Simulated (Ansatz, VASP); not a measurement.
# BN: VASP beside Ansatz

```xyz
8
Lattice="2.4886 0.0000 0.0000 -1.2443 2.1552 0.0000 0.0000 0.0000 45.8424" Properties=species:S:1:pos:R:3 pbc="T T T"
B     1.2443    0.7184   18.0497
B     0.0000    1.4368   21.2964
B     1.2443    0.7184   24.5460
B     0.0000    1.4368   27.7927
N     0.0000    1.4368   18.0473
N     1.2443    0.7184   21.2964
N     0.0000    1.4368   24.5460
N     1.2443    0.7184   27.7951
```

Alike in both runs: functional LDA; k mesh 12 × 12 × 1; occupations gaussian, width 0.02 eV; no spin polarisation.

Ansatz relaxed the structure, and its values are those at the end. VASP's run is a single point on that final structure, the one shown.

|  | VASP | Ansatz |
| --- | --- | --- |
| version | VASP 6.6.1 | Ansatz 0.2.0 |
| potentials or method | VASP PAW LDA potentials, release 64 (B, N), cutoff 520 eV | scalar-relativistic, plane waves, PAW |
| valence electrons in the cell | 32 | 32 |

```tsv
	VASP	Ansatz	Ansatz less VASP
gap on the k mesh at the Fermi level (eV)	4.13	4.14	+0.016
least direct gap on the mesh (eV)	4.58	4.59	+0.010
```

LDA's correlation is that of Perdew and Zunger in VASP and of Perdew and Wang (1992) in Ansatz.
